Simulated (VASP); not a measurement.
# Ca2ZrN2 (R-3m) in VASP: single point with PBE

Aim: the single point of Ca2ZrN2 with PBE.

All numbers are computed with VASP 6.6.1; they aren't measurements. Logs are shortened: lines on timing, memory, paths and dates and some standing lists are left out, and cuts for length are marked.

### 1 The cell of the first run

Symmetry: R-3m, No. 166, trigonal system. The conventional cell has a = 4.618 Å, b = 4.618 Å, c = 13.779 Å, α = 90.00°, β = 90.00°, γ = 120.00°. Within 3.5 Å of Ca (site symmetry 3m) lie 4 Ca at 2.67 to 3.29 Å and 7 N at 2.79 to 3.22 Å and 3 Zr at 2.83 Å. Zr (site symmetry -3m) has 8 N at 2.76 to 3.24 Å and 6 Ca at 2.83 Å within 3.6 Å. Within 3.6 Å of N (site symmetry 3m) lie 4 Zr at 2.76 to 3.24 Å and 7 Ca at 2.79 to 3.22 Å and 3 N at 2.82 Å.

### 2 Single point, PBE

Input file INCAR:

```
SYSTEM = Ca2ZrN2
  ALGO = Normal
  EDIFF = 1E-6
  ENCUT = 520
  GGA = PE
  ISIF = 2
  ISMEAR = 0
  LASPH = .TRUE.
  LCHARG = .FALSE.
  LREAL = .FALSE.
  LWAVE = .FALSE.
  NBANDS = 29
  NELM = 80
  PREC = Accurate
  SIGMA = 0.1
```

Input file KPOINTS:

```
k-points
0
G
  6 6 6
  0 0 0
```

Input file POSCAR:

```
Ca2ZrN2
1.0
    2.3090683600      1.3331412400      4.5929104200
   -2.3090683600      1.3331412400      4.5929104200
    0.0000000000     -2.6662824800      4.5929104200
Ca Zr N
2 1 2
Direct
    0.4030280800      0.4030280800      0.4030280800
    0.5969719200      0.5969719200      0.5969719200
    0.0000000000      0.0000000000      0.0000000000
    0.2003339300      0.2003339300      0.2003339300
    0.7996660700      0.7996660700      0.7996660700
```

Potentials or basis: VASP PAW PBE potentials, release 64 (Ca_sv, Zr_sv, N).

Command:

```console
$ cat potpaw_PBE.64/Ca_sv/POTCAR potpaw_PBE.64/Zr_sv/POTCAR potpaw_PBE.64/N/POTCAR > POTCAR
$ mpirun -np 1 vasp_std > vasp.out
```

OUTCAR:

```text
SYSTEM = Ca2ZrN2
   EDIFF = 1E-6
   ENCUT = 520
   GGA = PE
   ISIF = 2
   ISMEAR = 0
   LASPH = .TRUE.
   LREAL = .FALSE.
   NELM = 80
   PREC = Accurate

 ion  position               nearest neighbor table
   1  0.403  0.403  0.403-   2 2.67   3 2.83   3 2.83   3 2.83
   2  0.597  0.597  0.597-   1 2.67   3 2.83   3 2.83   3 2.83
   3  0.000  0.000  0.000-   4 2.76   5 2.76   2 2.83   2 2.83   1 2.83   1 2.83   2 2.83   1 2.83

   4  0.200  0.200  0.200-   3 2.76
   5  0.800  0.800  0.800-   3 2.76

  LATTYP: Found a trigonal (rhomboedric) cell.
 ALAT       =     5.3107333188
 COS(alpha) =     0.6219105236

  Lattice vectors:

 A1 = (   2.3090683600,   1.3331412400,   4.5929104200)
 A2 = (  -2.3090683600,   1.3331412400,   4.5929104200)
 A3 = (   0.0000000000,  -2.6662824800,   4.5929104200)

Analysis of symmetry for initial positions (statically):
=====================================================================
 Subroutine PRICEL returns:
 Original cell was already a primitive cell.

 Routine SETGRP: Setting up the symmetry group for a
 trigonal (rhombohedral) supercell.

 Subroutine GETGRP returns: Found 12 space group operations
 (whereof 12 operations were pure point group operations)
 out of a pool of 12 trial point group operations.

The static configuration has the point symmetry D_3d.

Analysis of symmetry for dynamics (positions and initial velocities):
=====================================================================
 Subroutine PRICEL returns:
 Original cell was already a primitive cell.

 Routine SETGRP: Setting up the symmetry group for a
 trigonal (rhombohedral) supercell.

 Subroutine GETGRP returns: Found 12 space group operations
 (whereof 12 operations were pure point group operations)
 out of a pool of 12 trial point group operations.

The dynamic configuration has the point symmetry D_3d.

 Subroutine INISYM returns: Found 12 space group operations
 (whereof 12 operations are pure point group operations),
 and found     1 'primitive' translations

----------------------------------------------------------------------------------------

                                     Primitive cell

  volume of cell :      84.8305

  direct lattice vectors                    reciprocal lattice vectors
     2.309068360  1.333141240  4.592910420     0.216537548  0.125018011  0.072575623
[... 87 lines left out ...]
   LNONCOLLINEAR =      F non collinear calculations
   LSORBIT =      F    spin-orbit coupling
   LASPH  =      T    aspherical Exc in radial PAW
   ENCUT  =  520.0 eV  38.22 Ry    6.18 a.u.   9.87  9.87  9.87*2*pi/ulx,y,z
   NELM   =     80;   NELMIN=  2; NELMDL= -5     # of ELM steps
   EDIFF  = 0.1E-05   stopping-criterion for ELM
   LREAL  =      F    real-space projection
   EDIFFG = 0.1E-04   stopping-criterion for IOM
   NSW    =      0    number of steps for IOM
   IBRION =     -1    ionic relax: 0-MD 1-quasi-New 2-CG
   NFREE  =      0    steps in history (QN), initial steepest desc. (CG)
   ISIF   =      2    stress and relaxation
   ISYM   =      2    0-nonsym 1-usesym 2-fastsym
   POTIM  = 0.5000    time-step for ionic-motion
   TEBEG  =    0.0;   TEEND  =   0.0 temperature during run
   PSTRESS=    0.0 pullay stress
   NELECT =      42.0000    total number of electrons
   NUPDOWN=      -1.0000    fix difference up-down
   EMIN   =  10.00;   EMAX   =-10.00  energy-range for DOS
   EFERMI =   0.00;   METHOD = LEGACY
   ISMEAR =     0;   SIGMA  =   0.10  broadening in eV -4-tet -1-fermi 0-gaus
   EFERMI_NEDOS =   21; number of points for ismear=-14 and -15
   IALGO  =     38    algorithm
   IMIX   =      4    mixing-type and parameters
     AMIX     =   0.40;   BMIX     =  1.00
     AMIX_MAG =   1.60;   BMIX_MAG =  1.00
  volume/ion in A,a.u.               =      16.97       114.49
  Fermi-wavevector in a.u.,A,eV,Ry     =   1.295112  2.447406 22.821244  1.677314
  Thomas-Fermi vector in A             =   2.426652
   LORBIT       =      0    0 simple, 1 ext, 2 COOP (PROOUT), +10 PAW based schemes
   GGA     = PE    functional components
   LHFCALC =     F    Hartree Fock is set to
   AEXX    =    0.0000 exact exchange contribution
   IVDW    =     0    specifies the selected vdW correction
   LEPSILON=     F    determine dielectric tensor
   LRPA    =     F    only Hartree local field effects (RPA)
 non-spin polarized calculation
 Gauss-broadening in eV      SIGMA  =   0.10
  energy-cutoff  :      520.00
  volume of cell :       84.83
 maximum number of plane-waves:      2322
   NGX = 19   NGY = 19   NGZ = 19

 number of electron      42.0000001 magnetization

 Free energy of the ion-electron system (eV)
  ---------------------------------------------------
  ext. energy  EPLUGINS =         0.00000000
  ---------------------------------------------------
  free energy    TOTEN  =       -22.41990569 eV

  energy without entropy =      -22.38078628  energy(sigma->0) =      -22.40034599

 E-fermi :   5.5304     XC(G=0): -10.5442

 val. band max:        5.5261480453   @ k =  -0.1667   0.1667   0.0000
 cond. band min:       5.5369784921   @ k =   0.5000   0.5000   0.1667
 fundamental gap:      0.0108304468
 Fermi energy:         5.5303716758

 k-point     1 :       0.0000    0.0000    0.0000
  band No.  band energies     occupation
      1     -43.8043      2.00000
      2     -35.2026      2.00000
      3     -34.9698      2.00000
      4     -21.9419      2.00000
      5     -21.9419      2.00000
      6     -21.9139      2.00000
[... 757 lines left out ...]
     28       8.8088      0.00000
     29       8.9118      0.00000

 [... further k-points ...]
[... 5 lines left out ...]
  --------------------------------------------------------------------------------------
  -------------------------------------------------------------------------------------
  Total        3.9784759      3.9784759    -12.4972767      0.0000000      0.0000000      0.0000000
  in kB       75.1406826     75.1406827   -236.0335781      0.0000000      0.0000000      0.0000000
  external PRESSURE =     -28.5840710 kB  Pullay stress =       0.0000000 kB

 VOLUME and BASIS-vectors are now :
 -----------------------------------------------------------------------------
  energy-cutoff  :      520.00
  volume of cell :       84.83
      direct lattice vectors                 reciprocal lattice vectors
     2.309068360  1.333141240  4.592910420     0.216537548  0.125018011  0.072575623
    -2.309068360  1.333141240  4.592910420    -0.216537548  0.125018011  0.072575623
     0.000000000 -2.666282480  4.592910420     0.000000000 -0.250036023  0.072575623

 POSITION                                       TOTAL-FORCE (eV/Angst)
 -----------------------------------------------------------------------------------
      0.00000      0.00000      5.55322        -0.000000      0.000000      0.745206
      0.00000      0.00000      8.22552        -0.000000     -0.000000     -0.745206
      0.00000      0.00000      0.00000         0.000000      0.000000      0.000000
      0.00000      0.00000      2.76035        -0.000000      0.000000      1.657470
      0.00000      0.00000     11.01838        -0.000000      0.000000     -1.657470
 -----------------------------------------------------------------------------------
    total drift:                               -0.000000     -0.000000     -0.000000

  FREE ENERGIE OF THE ION-ELECTRON SYSTEM (eV)
  ---------------------------------------------------
  free  energy   TOTEN  =       -22.4199056921 eV

  energy  without entropy=      -22.3807862794  energy(sigma->0) =      -22.40034599
```

OSZICAR:

```text
N       E                     dE             d eps       ncg     rms          rms(c)
DAV:   1     0.419708567077E+03    0.41971E+03   -0.21820E+04  1856   0.145E+03
DAV:   2     0.924996866100E+01   -0.41046E+03   -0.40100E+03  1986   0.418E+02
DAV:   3    -0.250098202780E+02   -0.34260E+02   -0.33558E+02  3096   0.979E+01
DAV:   4    -0.266367281312E+02   -0.16269E+01   -0.15897E+01  2752   0.195E+01
DAV:   5    -0.266926108310E+02   -0.55883E-01   -0.55570E-01  2700   0.329E+00    0.134E+01
DAV:   6    -0.300106032195E+02   -0.33180E+01   -0.12821E+02  2419   0.247E+01    0.198E+01
DAV:   7    -0.226308396893E+02    0.73798E+01   -0.43582E+01  2540   0.173E+01    0.446E+00
DAV:   8    -0.224657367760E+02    0.16510E+00   -0.17368E+00  2308   0.587E+00    0.264E+00
DAV:   9    -0.224909741148E+02   -0.25237E-01   -0.13905E+00  2722   0.347E+00    0.203E+00
DAV:  10    -0.224217888932E+02    0.69185E-01   -0.40831E-01  2535   0.184E+00    0.484E-01
DAV:  11    -0.224217889770E+02   -0.83719E-07   -0.34637E-02  2627   0.774E-01    0.446E-01
DAV:  12    -0.224230965408E+02   -0.13076E-02   -0.71579E-02  2799   0.591E-01    0.470E-01
DAV:  13    -0.224199833911E+02    0.31131E-02   -0.14947E-02  2425   0.290E-01    0.113E-01
DAV:  14    -0.224199163136E+02    0.67077E-04   -0.75393E-04  2807   0.120E-01    0.241E-02
DAV:  15    -0.224199113915E+02    0.49221E-05   -0.27908E-05  2704   0.258E-02    0.151E-02
DAV:  16    -0.224199055388E+02    0.58526E-05   -0.44512E-05  2649   0.155E-02    0.492E-03
DAV:  17    -0.224199056921E+02   -0.15331E-06   -0.13348E-06  1704   0.576E-03
   1 F= -.22419906E+02 E0= -.22400346E+02  d E =-.391194E-01
```

Run time: 94 s. Hardware: 1 thread of Intel Xeon Platinum 8488C (Sapphire Rapids), shared host; peak memory 0.28 GiB.

What came out:

| Property | Result |
| --- | --- |
| Free energy | -22.4199 eV |
| Pressure | -2.9 GPa |
| Largest force | 1.657 eV/Å |
| Band gap on the k mesh | zero (band 21 reaches 5.57 eV, above the bottom of band 22 at 5.42 eV) |

Forces on the atoms (eV/Å):
```
Ca   0.000  0.000  0.745
Ca   0.000  0.000 -0.745
Zr   0.000  0.000  0.000
N    0.000  0.000  1.657
N    0.000  0.000 -1.657
```

Stress tensor (GPa, compression positive):
```
  7.51   0.00   0.00
  0.00   7.51   0.00
  0.00   0.00 -23.60
```

Caveat: forces of over 1 eV/Å act on the atoms, so gaps and moduli don't describe the material at rest.
